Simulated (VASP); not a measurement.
# InGaAs2 (P-4m2) in VASP: single point with PBEsol

Aim: the single point of InGaAs2 with PBEsol.

Program: VASP 6.6.1. These are calculated values, not measurements. Logs are shortened: lines on timing, memory, paths and dates and some standing lists are left out, and cuts for length are marked.

## 1. The cell of the first run

The structure is tetragonal, space group P-4m2 (No. 115). The conventional cell has a = 4.225 Å, b = 4.225 Å, c = 5.962 Å, α = 90.00°, β = 90.00°, γ = 90.00°. In (site symmetry -4m2) has 4 As at 2.65 Å within 3.5 Å. As (site symmetry 2mm) has 2 Ga at 2.52 Å and 2 In at 2.65 Å within 3.3 Å. Within 3.3 Å of Ga (site symmetry -4m2) lie 4 As at 2.52 Å.

## 2. Single point, PBEsol

INCAR reads:

```
SYSTEM = InGaAs2
PREC     = Accurate       ! precision mode
ENCUT    = 520            ! plane-wave cutoff, eV
EDIFF    = 1E-6           ! SCF threshold, eV
ISMEAR   = -1             ! smearing method
SIGMA    = 0.05           ! smearing width, eV
LREAL    = .False.        ! projectors in reciprocal space
LASPH    = .True.         ! aspherical terms in the spheres
NELM     = 80             ! most SCF steps
ALGO     = Normal         ! electronic algorithm
ISIF     = 2              ! what is computed and relaxed
LWAVE    = .False.        ! write WAVECAR
LCHARG   = .False.        ! write CHGCAR
GGA      = PS             ! functional
NBANDS   = 26             ! bands
```

KPOINTS reads:

```
regular mesh
0
Gamma
  6 6 5
  0 0 0
```

POSCAR reads:

```
InGaAs2
1.0
    4.2250012014      0.0000000000      0.0000000000
    0.0000000000      4.2250012014      0.0000000000
    0.0000000000      0.0000000000      5.9621480000
In As Ga
1 2 1
Direct
    0.0000000000      0.0000000000      0.5000000000
    0.0000000000      0.5000000000      0.2315250000
    0.5000000000      0.0000000000      0.7684750000
    0.5000000000      0.5000000000      0.0000000000
```

Potentials or basis: VASP PAW PBE potentials, release 64 (In_d, As, Ga_d).

Launch:

```
cat potpaw_PBE.64/In_d/POTCAR potpaw_PBE.64/As/POTCAR potpaw_PBE.64/Ga_d/POTCAR > POTCAR
mpirun -np 1 vasp_std > vasp.out
```

OUTCAR:

```text
SYSTEM = InGaAs2
   PREC = Accurate
   ENCUT = 520
   EDIFF = 1E-6
   ISMEAR = -1
   LREAL = .False.
   LASPH = .True.
   NELM = 80
   ISIF = 2
   GGA = PS

 ion  position               nearest neighbor table
   1  0.000  0.000  0.500-   2 2.65   3 2.65   2 2.65   3 2.65
   2  0.000  0.500  0.232-   4 2.52   4 2.52   1 2.65   1 2.65
   3  0.500  0.000  0.768-   4 2.52   4 2.52   1 2.65   1 2.65
   4  0.500  0.500  0.000-   2 2.52   3 2.52   3 2.52   2 2.52

  LATTYP: Found a simple tetragonal cell.
 ALAT       =     4.2250012014
 C/A-ratio  =     1.4111588887

  Lattice vectors:

 A1 = (   4.2250012014,   0.0000000000,   0.0000000000)
 A2 = (   0.0000000000,   4.2250012014,   0.0000000000)
 A3 = (   0.0000000000,   0.0000000000,   5.9621480000)

Analysis of symmetry for initial positions (statically):
=====================================================================
 Subroutine PRICEL returns:
 Original cell was already a primitive cell.

 Routine SETGRP: Setting up the symmetry group for a
 simple tetragonal supercell.

 Subroutine GETGRP returns: Found  8 space group operations
 (whereof  8 operations were pure point group operations)
 out of a pool of 16 trial point group operations.

The static configuration has the point symmetry D_2d.

Analysis of symmetry for dynamics (positions and initial velocities):
=====================================================================
 Subroutine PRICEL returns:
 Original cell was already a primitive cell.

 Routine SETGRP: Setting up the symmetry group for a
 simple tetragonal supercell.

 Subroutine GETGRP returns: Found  8 space group operations
 (whereof  8 operations were pure point group operations)
 out of a pool of 16 trial point group operations.

The dynamic configuration has the point symmetry D_2d.

 Subroutine INISYM returns: Found  8 space group operations
 (whereof  8 operations are pure point group operations),
 and found     1 'primitive' translations

----------------------------------------------------------------------------------------

                                     Primitive cell

  volume of cell :     106.4281

  direct lattice vectors                    reciprocal lattice vectors
     4.225001201  0.000000000  0.000000000     0.236686323  0.000000000  0.000000000
     0.000000000  4.225001201  0.000000000     0.000000000  0.236686323  0.000000000
     0.000000000  0.000000000  5.962148000     0.000000000  0.000000000  0.167724786

  length of vectors
     4.225001201  4.225001201  5.962148000     0.236686323  0.236686323  0.167724786

[... 81 lines left out ...]
   LASPH  =      T    aspherical Exc in radial PAW
   ENCUT  =  520.0 eV  38.22 Ry    6.18 a.u.   7.86  7.86 11.09*2*pi/ulx,y,z
   NELM   =     80;   NELMIN=  2; NELMDL= -5     # of ELM steps
   EDIFF  = 0.1E-05   stopping-criterion for ELM
   LREAL  =      F    real-space projection
   EDIFFG = 0.1E-04   stopping-criterion for IOM
   NSW    =      0    number of steps for IOM
   IBRION =     -1    ionic relax: 0-MD 1-quasi-New 2-CG
   NFREE  =      0    steps in history (QN), initial steepest desc. (CG)
   ISIF   =      2    stress and relaxation
   ISYM   =      2    0-nonsym 1-usesym 2-fastsym
   POTIM  = 0.5000    time-step for ionic-motion
   TEBEG  =    0.0;   TEEND  =   0.0 temperature during run
   PSTRESS=    0.0 pullay stress
   NELECT =      36.0000    total number of electrons
   NUPDOWN=      -1.0000    fix difference up-down
   EMIN   =  10.00;   EMAX   =-10.00  energy-range for DOS
   EFERMI =   0.00;   METHOD = LEGACY
   ISMEAR =    -1;   SIGMA  =   0.05  broadening in eV -4-tet -1-fermi 0-gaus
   EFERMI_NEDOS =   21; number of points for ismear=-14 and -15
   IALGO  =     38    algorithm
   IMIX   =      4    mixing-type and parameters
     AMIX     =   0.40;   BMIX     =  1.00
     AMIX_MAG =   1.60;   BMIX_MAG =  1.00
  volume/ion in A,a.u.               =      26.61       179.55
  Fermi-wavevector in a.u.,A,eV,Ry     =   1.140662  2.155538 17.702664  1.301109
  Thomas-Fermi vector in A             =   2.277363
   LORBIT       =      0    0 simple, 1 ext, 2 COOP (PROOUT), +10 PAW based schemes
   GGA     = PS    functional components
   LHFCALC =     F    Hartree Fock is set to
   AEXX    =    0.0000 exact exchange contribution
   IVDW    =     0    specifies the selected vdW correction
   LEPSILON=     F    determine dielectric tensor
   LRPA    =     F    only Hartree local field effects (RPA)
 non-spin polarized calculation
  energy-cutoff  :      520.00
  volume of cell :      106.43
 maximum number of plane-waves:      2884
 NGX is ok and might be reduce to    32
   NGX = 15   NGY = 15   NGZ = 23

 number of electron      35.9999991 magnetization

 Free energy of the ion-electron system (eV)
  ---------------------------------------------------
  ext. energy  EPLUGINS =         0.00000000
  ---------------------------------------------------
  free energy    TOTEN  =       -17.44912335 eV

  energy without entropy =      -17.44773063  energy(sigma->0) =      -17.44842699

 E-fermi :   3.6378     XC(G=0):  -9.2602

 val. band max:        3.6051421256   @ k =   0.0000   0.0000   0.0000
 cond. band min:       4.3001579537   @ k =   0.5000   0.0000   0.4000
 fundamental gap:      0.6950158281
 Fermi energy:         3.6377891955

 k-point     1 :       0.0000    0.0000    0.0000
  band No.  band energies     occupation
      1     -11.1715      2.00000
      2     -11.1176      2.00000
      3     -11.1176      2.00000
      4     -11.0892      2.00000
      5     -11.0568      2.00000
      6     -10.7236      2.00000
[... 685 lines left out ...]
     25      10.5809      0.00000
     26      10.8645      0.00000

 [... further k-points ...]
[... 5 lines left out ...]
  --------------------------------------------------------------------------------------
  -------------------------------------------------------------------------------------
  Total       -1.7319095     -1.7319095     -1.5653084      0.0000000      0.0000000      0.0000000
  in kB      -26.0723007    -26.0723007    -23.5642750      0.0000000      0.0000000      0.0000000
  external PRESSURE =     -25.2362921 kB  Pullay stress =       0.0000000 kB

 VOLUME and BASIS-vectors are now :
 -----------------------------------------------------------------------------
  energy-cutoff  :      520.00
  volume of cell :      106.43
      direct lattice vectors                 reciprocal lattice vectors
     4.225001201  0.000000000  0.000000000     0.236686323  0.000000000  0.000000000
     0.000000000  4.225001201  0.000000000     0.000000000  0.236686323  0.000000000
     0.000000000  0.000000000  5.962148000     0.000000000  0.000000000  0.167724786

 POSITION                                       TOTAL-FORCE (eV/Angst)
 -----------------------------------------------------------------------------------
      0.00000      0.00000      2.98107         0.000000     -0.000000      0.000000
      0.00000      2.11250      1.38039         0.000000     -0.000000     -0.039673
      2.11250      0.00000      4.58176         0.000000     -0.000000      0.039673
      2.11250      2.11250      0.00000         0.000000      0.000000      0.000000
 -----------------------------------------------------------------------------------
    total drift:                                0.000000     -0.000000     -0.000000

  FREE ENERGIE OF THE ION-ELECTRON SYSTEM (eV)
  ---------------------------------------------------
  free  energy   TOTEN  =       -17.4491233522 eV

  energy  without entropy=      -17.4477306299  energy(sigma->0) =      -17.44842699
```

Run time: 38 s. Hardware: 1 thread of Intel Xeon Platinum 8488C (Sapphire Rapids), shared host; peak memory 0.26 GiB.

What came out:

```yaml
Free_energy: -17.4491 eV
Pressure: -2.5 GPa
Largest_force: 0.040 eV/Å
Band_gap_on_the_k_mesh: zero (filled and empty bands touch)
```

Forces in eV/Å, atoms in the order of the input:
```
In   0.000  0.000  0.000
As   0.000  0.000 -0.040
As   0.000  0.000  0.040
Ga   0.000  0.000  0.000
```

Stress tensor (GPa, compression positive):
```
-2.61  0.00  0.00
 0.00 -2.61  0.00
 0.00  0.00 -2.36
```

Levels at points of the mesh, in eV from the Fermi level:
```
           k point  band 16  band 17  band 18  band 19  band 20  band 21
(0.00, 0.00, 0.00)    -0.46    -0.14    -0.03    -0.03     1.48     1.71
(0.50, 0.00, 0.00)    -2.80    -1.40    -0.86     1.88     2.86     4.73
(0.50, 0.50, 0.00)    -2.36    -2.36    -2.20     1.44     1.44     1.60
```

Caveat: the PAW data sets were made with another functional, which shifts forces and pressure a little; spin-orbit coupling is left out, which moves the levels of the heavy elements.
